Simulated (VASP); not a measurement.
# CdTe (Cmcm) in VASP: single point with PBEsol

Aim: the single point of CdTe with PBEsol.

Everything below comes from runs of VASP 6.6.1. Logs are shortened: lines on timing, memory, paths and dates and some standing lists are left out, and cuts for length are marked.

### Step 1. The cell of the first run

The structure is orthorhombic, space group Cmcm (No. 63). Conventional cell: a = 6.131 Å, b = 6.189 Å, c = 6.091 Å, α = 90.00°, β = 90.00°, γ = 90.00°. Within 4.0 Å of Cd (site symmetry m2m) lie 6 Te at 3.03 to 3.16 Å. Within 4.0 Å of Te (site symmetry m2m) lie 6 Cd at 3.03 to 3.16 Å.

### Step 2. Single point, PBEsol

Contents of INCAR:

```
SYSTEM = CdTe
PREC = Accurate
ENCUT = 520
EDIFF = 1E-6
ISMEAR = -1
SIGMA = 0.05
LREAL = .False.
LASPH = .True.
NELM = 100
ALGO = Normal
ISIF = 2
LWAVE = .False.
LCHARG = .True.
GGA = PS
LELF = .True.
LVHAR = .True.
NBANDS = 26
```

Contents of KPOINTS:

```
Automatic mesh
0
Gamma
  9 9 6
  0 0 0
```

Contents of POSCAR:

```
CdTe
1.0
    3.0652910000     -3.0946090000      0.0000000000
    3.0652910000      3.0946090000      0.0000000000
    0.0000000000      0.0000000000      6.0906520000
Cd Te
2 2
Direct
    0.2770300000      0.7229700000      0.7500000000
    0.7229700000      0.2770300000      0.2500000000
    0.7661370000      0.2338630000      0.7500000000
    0.2338630000      0.7661370000      0.2500000000
```

Potentials or basis: VASP PAW PBE potentials, release 64 (Cd, Te).

Started as:

```sh
cat potpaw_PBE.64/Cd/POTCAR potpaw_PBE.64/Te/POTCAR > POTCAR
mpirun -np 1 vasp_std > vasp.out
```

OUTCAR:

```text
SYSTEM = CdTe
   PREC = Accurate
   ENCUT = 520
   EDIFF = 1E-6
   ISMEAR = -1
   LREAL = .False.
   LASPH = .True.
   NELM = 100
   ISIF = 2
   GGA = PS

 ion  position               nearest neighbor table
   1  0.277  0.723  0.750-   3 3.03   4 3.06   4 3.06   3 3.07   3 3.07   3 3.16
   2  0.723  0.277  0.250-   4 3.03   3 3.06   3 3.06   4 3.07   4 3.07   4 3.16
   3  0.766  0.234  0.750-   1 3.03   2 3.06   2 3.06   1 3.07   1 3.07   1 3.16
   4  0.234  0.766  0.250-   2 3.03   1 3.06   1 3.06   2 3.07   2 3.07   2 3.16

  LATTYP: Found a base centered orthorhombic cell.
 ALAT       =     6.1305820000
 B/A-ratio  =     1.0095645079
 C/A-ratio  =     0.9934867522

  Lattice vectors:

 A1 = (   3.0652910000,  -3.0946090000,   0.0000000000)
 A2 = (   3.0652910000,   3.0946090000,   0.0000000000)
 A3 = (   0.0000000000,   0.0000000000,   6.0906520000)

Analysis of symmetry for initial positions (statically):
=====================================================================
 Subroutine PRICEL returns:
 Original cell was already a primitive cell.

 Routine SETGRP: Setting up the symmetry group for a
 base centered orthorhombic supercell.

 Subroutine GETGRP returns: Found  8 space group operations
 (whereof  4 operations were pure point group operations)
 out of a pool of  8 trial point group operations.

The static configuration has the point symmetry C_2h.
 The point group associated with its full space group is D_2h.

Analysis of symmetry for dynamics (positions and initial velocities):
=====================================================================
 Subroutine PRICEL returns:
 Original cell was already a primitive cell.

 Routine SETGRP: Setting up the symmetry group for a
 base centered orthorhombic supercell.

 Subroutine GETGRP returns: Found  8 space group operations
 (whereof  4 operations were pure point group operations)
 out of a pool of  8 trial point group operations.

The dynamic configuration has the point symmetry C_2h.
 The point group associated with its full space group is D_2h.

 Subroutine INISYM returns: Found  8 space group operations
 (whereof  4 operations are pure point group operations),
 and found     1 'primitive' translations

----------------------------------------------------------------------------------------

                                     Primitive cell

  volume of cell :     115.5504

  direct lattice vectors                    reciprocal lattice vectors
     3.065291000 -3.094609000  0.000000000     0.163116650 -0.161571300  0.000000000
     3.065291000  3.094609000  0.000000000     0.163116650  0.161571300  0.000000000
     0.000000000  0.000000000  6.090652000     0.000000000  0.000000000  0.164186035

  length of vectors
     4.355756396  4.355756396  6.090652000     0.229591652  0.229591652  0.164186035

  position of ions in fractional coordinates (direct lattice)
     0.277030000  0.722970000  0.750000000
     0.722970000  0.277030000  0.250000000
     0.766137000  0.233863000  0.750000000
     0.233863000  0.766137000  0.250000000

  ion indices of the primitive-cell ions
   primitive index   ion index
                 1           1
                 2           2
                 3           3
                 4           4

----------------------------------------------------------------------------------------

 KPOINTS: Automatic mesh

Automatic generation of k-mesh.
 Grid dimensions read from file:
 generate k-points for:    9    9    6

 Generating k-lattice:

  Cartesian coordinates                     Fractional coordinates (reciprocal lattice)
     0.018124072 -0.017952367  0.000000000     0.111111111  0.000000000  0.000000000
     0.018124072  0.017952367  0.000000000     0.000000000  0.111111111  0.000000000
     0.000000000  0.000000000  0.027364339     0.000000000  0.000000000  0.166666667

  Length of vectors
     0.025510184  0.025510184  0.027364339

  Shift w.r.t. Gamma in fractional coordinates (k-lattice)
     0.000000000  0.000000000  0.000000000

 Subroutine IBZKPT returns following result:
 ===========================================

 Found    100 irreducible k-points:

 Following reciprocal coordinates:
            Coordinates               Weight
  0.000000  0.000000  0.000000      1.000000
  0.111111  0.000000  0.000000      4.000000
  0.222222 -0.000000  0.000000      4.000000
  0.333333 -0.000000  0.000000      4.000000
  0.444444 -0.000000  0.000000      4.000000
  0.111111  0.111111  0.000000      2.000000
[... 16 lines left out ...]
 -0.333333  0.333333  0.000000      2.000000
  0.444444  0.444444  0.000000      2.000000
 [... further k-points ...]
   k-points           NKPTS =    100   k-points in BZ     NKDIM =    100   number of bands    NBANDS=     26
   number of dos      NEDOS =    301   number of ions     NIONS =      4
   total plane-waves  NPLWV =  49152
   dimension x,y,z NGX =    32 NGY =   32 NGZ =   48
   dimension x,y,z NGXF=    64 NGYF=   64 NGZF=   96
   ions per type =               2   2
   NGX,Y,Z   is equivalent  to a cutoff of  12.21, 12.21, 13.10 a.u.
   NGXF,Y,Z  is equivalent  to a cutoff of  24.43, 24.43, 26.20 a.u.
 SYSTEM =  CdTe
   PREC   = accura    normal or accurate (medium, high low for compatibility)
   ISTART =      0    job   : 0-new  1-cont  2-samecut
   ICHARG =      2    charge: 1-file 2-atom 10-const
   ISPIN  =      1    spin polarized calculation?
   LNONCOLLINEAR =      F non collinear calculations
   LSORBIT =      F    spin-orbit coupling
   LASPH  =      T    aspherical Exc in radial PAW
   ENCUT  =  520.0 eV  38.22 Ry    6.18 a.u.   8.10  8.10 11.32*2*pi/ulx,y,z
   NELM   =    100;   NELMIN=  2; NELMDL= -5     # of ELM steps
   EDIFF  = 0.1E-05   stopping-criterion for ELM
   LREAL  =      F    real-space projection
   EDIFFG = 0.1E-04   stopping-criterion for IOM
   NSW    =      0    number of steps for IOM
   IBRION =     -1    ionic relax: 0-MD 1-quasi-New 2-CG
   NFREE  =      0    steps in history (QN), initial steepest desc. (CG)
   ISIF   =      2    stress and relaxation
   ISYM   =      2    0-nonsym 1-usesym 2-fastsym
   POTIM  = 0.5000    time-step for ionic-motion
   TEBEG  =    0.0;   TEEND  =   0.0 temperature during run
   PSTRESS=    0.0 pullay stress
   NELECT =      36.0000    total number of electrons
   NUPDOWN=      -1.0000    fix difference up-down
   EMIN   =  10.00;   EMAX   =-10.00  energy-range for DOS
   EFERMI =   0.00;   METHOD = LEGACY
   ISMEAR =    -1;   SIGMA  =   0.05  broadening in eV -4-tet -1-fermi 0-gaus
   EFERMI_NEDOS =   21; number of points for ismear=-14 and -15
   IALGO  =     38    algorithm
   IMIX   =      4    mixing-type and parameters
     AMIX     =   0.40;   BMIX     =  1.00
     AMIX_MAG =   1.60;   BMIX_MAG =  1.00
  volume/ion in A,a.u.               =      28.89       194.94
  Fermi-wavevector in a.u.,A,eV,Ry     =   1.109818  2.097253 16.758252  1.231697
  Thomas-Fermi vector in A             =   2.246363
   LORBIT       =      0    0 simple, 1 ext, 2 COOP (PROOUT), +10 PAW based schemes
   GGA     = PS    functional components
   LHFCALC =     F    Hartree Fock is set to
   AEXX    =    0.0000 exact exchange contribution
   IVDW    =     0    specifies the selected vdW correction
   LEPSILON=     F    determine dielectric tensor
   LRPA    =     F    only Hartree local field effects (RPA)
 non-spin polarized calculation
  energy-cutoff  :      520.00
  volume of cell :      115.55
 maximum number of plane-waves:      3152
   NGX = 17   NGY = 17   NGZ = 23

 number of electron      36.0000000 magnetization

 Free energy of the ion-electron system (eV)
  ---------------------------------------------------
  ext. energy  EPLUGINS =         0.00000000
  ---------------------------------------------------
  free energy    TOTEN  =       -10.41051980 eV

  energy without entropy =      -10.39303310  energy(sigma->0) =      -10.40177645

 E-fermi :   3.6104     XC(G=0):  -9.8156

 val. band max:        3.6008361543   @ k =   0.4444  -0.0000   0.1667
 cond. band min:       3.6188687865   @ k =   0.3333  -0.0000   0.1667
 fundamental gap:      0.0180326322
 Fermi energy:         3.6104315107

 k-point     1 :       0.0000    0.0000    0.0000
  band No.  band energies     occupation
      1      -7.8891      2.00000
      2      -7.0526      2.00000
      3      -4.5905      2.00000
      4      -4.5768      2.00000
      5      -4.5613      2.00000
      6      -4.5373      2.00000
[... 18 lines left out ...]
     25      11.1635      0.00000
     26      11.3056      0.00000

 k-point     2 :       0.1111    0.0000    0.0000
  band No.  band energies     occupation
      1      -7.8265      2.00000
      2      -7.0251      2.00000
      3      -4.5891      2.00000
      4      -4.5832      2.00000
      5      -4.5709      2.00000
      6      -4.5399      2.00000
[... 18 lines left out ...]
     25      10.6645      0.00000
     26      11.3302      0.00000

 k-point     3 :       0.2222   -0.0000    0.0000
  band No.  band energies     occupation
      1      -7.6500      2.00000
      2      -6.9597      2.00000
      3      -4.6211      2.00000
      4      -4.6059      2.00000
      5      -4.5720      2.00000
      6      -4.5640      2.00000
[... 18 lines left out ...]
     25      10.7419      0.00000
     26      10.8692      0.00000

 k-point     4 :       0.3333   -0.0000    0.0000
  band No.  band energies     occupation
      1      -7.3970      2.00000
      2      -6.9082      2.00000
      3      -4.6581      2.00000
      4      -4.6497      2.00000
      5      -4.5948      2.00000
      6      -4.5564      2.00000
[... 18 lines left out ...]
     25       9.6104      0.00000
     26      11.0525      0.00000
[... 496 lines left out ...]
      1      -7.1187      2.00000
      2      -7.0175      2.00000
      3      -4.5892      2.00000
      4      -4.5792      2.00000
      5      -4.5616      2.00000
      6      -4.5359      2.00000
[... 18 lines left out ...]
     25      12.2138      0.00000
     26      12.3628      0.00000

 k-point    23 :      -0.3333    0.3333    0.0000
  band No.  band energies     occupation
      1      -7.2118      2.00000
      2      -6.9688      2.00000
      3      -4.5945      2.00000
      4      -4.5808      2.00000
      5      -4.5654      2.00000
      6      -4.5329      2.00000
[... 18 lines left out ...]
     25      11.4709      0.00000
     26      11.6569      0.00000

 k-point    24 :       0.4444    0.4444    0.0000
  band No.  band energies     occupation
      1      -7.0837      2.00000
      2      -7.0599      2.00000
      3      -4.5997      2.00000
      4      -4.5902      2.00000
      5      -4.5347      2.00000
      6      -4.5180      2.00000
[... 18 lines left out ...]
     25      12.6879      0.00000
     26      12.8243      0.00000

 [... further k-points ...]

------------------------ aborting loop because EDIFF is reached ----------------------------------------

  FORCE on cell =-STRESS in cart. coord.  units (eV):
  Direction    XX          YY          ZZ          XY          YZ          ZX
  --------------------------------------------------------------------------------------
  -------------------------------------------------------------------------------------
  Total       -2.2703187     -2.2901038     -2.0167176      0.0000000      0.0000000      0.0000000
  in kB      -31.4793775    -31.7537101    -27.9630409      0.0000000      0.0000000      0.0000000
  external PRESSURE =     -30.3987095 kB  Pullay stress =       0.0000000 kB

 VOLUME and BASIS-vectors are now :
 -----------------------------------------------------------------------------
  energy-cutoff  :      520.00
  volume of cell :      115.55
      direct lattice vectors                 reciprocal lattice vectors
     3.065291000 -3.094609000  0.000000000     0.163116650 -0.161571300  0.000000000
     3.065291000  3.094609000  0.000000000     0.163116650  0.161571300  0.000000000
     0.000000000  0.000000000  6.090652000     0.000000000  0.000000000  0.164186035

 POSITION                                       TOTAL-FORCE (eV/Angst)
 -----------------------------------------------------------------------------------
      3.06529      1.38001      4.56799         0.000000      0.036395     -0.000000
      3.06529     -1.38001      1.52266         0.000000     -0.036395     -0.000000
      3.06529     -1.64718      4.56799         0.000000      0.053295      0.000000
      3.06529      1.64718      1.52266         0.000000     -0.053295     -0.000000
 -----------------------------------------------------------------------------------
    total drift:                                0.000000     -0.000000      0.000000

  FREE ENERGIE OF THE ION-ELECTRON SYSTEM (eV)
  ---------------------------------------------------
  free  energy   TOTEN  =       -10.4105197982 eV

  energy  without entropy=      -10.3930331044  energy(sigma->0) =      -10.40177645
```

It took 3.1 min on 1 thread of Oxide Virtual Turin-like, shared host; peak memory 0.36 GiB.

Results:

```
Free energy            : -10.4105 eV
Pressure               : -3.0 GPa
Largest force          : 0.053 eV/Å
Band gap on the k mesh : zero (band 18 reaches 3.71 eV, above the bottom of band 19 at 2.48 eV)
```

Forces on the atoms (eV/Å):
```
Cd   0.000  0.036  0.000
Cd   0.000 -0.036  0.000
Te   0.000  0.053  0.000
Te   0.000 -0.053  0.000
```

Stress tensor (GPa, compression positive):
```
-3.15  0.00  0.00
 0.00 -3.18  0.00
 0.00  0.00 -2.80
```

Caveat: the PAW data sets were made with another functional, which shifts forces and pressure a little; spin-orbit coupling is left out, which moves the levels of the heavy elements.
